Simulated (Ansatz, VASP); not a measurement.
Two plane-wave programs on MoW2C4

```
Mo W C
1.0
     4.29583    0.00000    0.00000
     0.00000    4.29583    0.00000
     0.00000    0.00000    4.27921
Mo W C
1 2 4
Direct
  0.50000 0.50000 0.00000
  0.00000 0.50000 0.50000
  0.50000 0.00000 0.50000
  0.00000 0.50000 0.00000
  0.50000 0.00000 0.00000
  0.00000 0.00000 0.50000
  0.50000 0.50000 0.50000
```

Alike in both runs: functional PBE; k mesh 4 × 4 × 4; occupations gaussian, width 0.2 eV; no spin polarisation.

Ansatz relaxed the structure, and its values are those at the end. VASP's run is a single point on that final structure, the one shown.

|  | VASP | Ansatz |
| --- | --- | --- |
| version | VASP 6.6.1 | Ansatz 0.2.0 |
| potentials or method | VASP PAW PBE potentials, release 64 (Mo_sv, W_sv, C), cutoff 520 eV | scalar-relativistic, plane waves, PAW |
| valence electrons in the cell | 58 | 58 |

|  | VASP | Ansatz | Ansatz less VASP |
| --- | --- | --- | --- |
| gap on the k mesh at the Fermi level (eV) | none | none | - |
| pressure (GPa) | 0.4 | -0.2 | -0.57 |

A gap of «none» marks a metal or a gap that the smearing closes.

The k mesh is coarse, so the values compare programs but aren't converged. Spin-orbit coupling is off throughout.
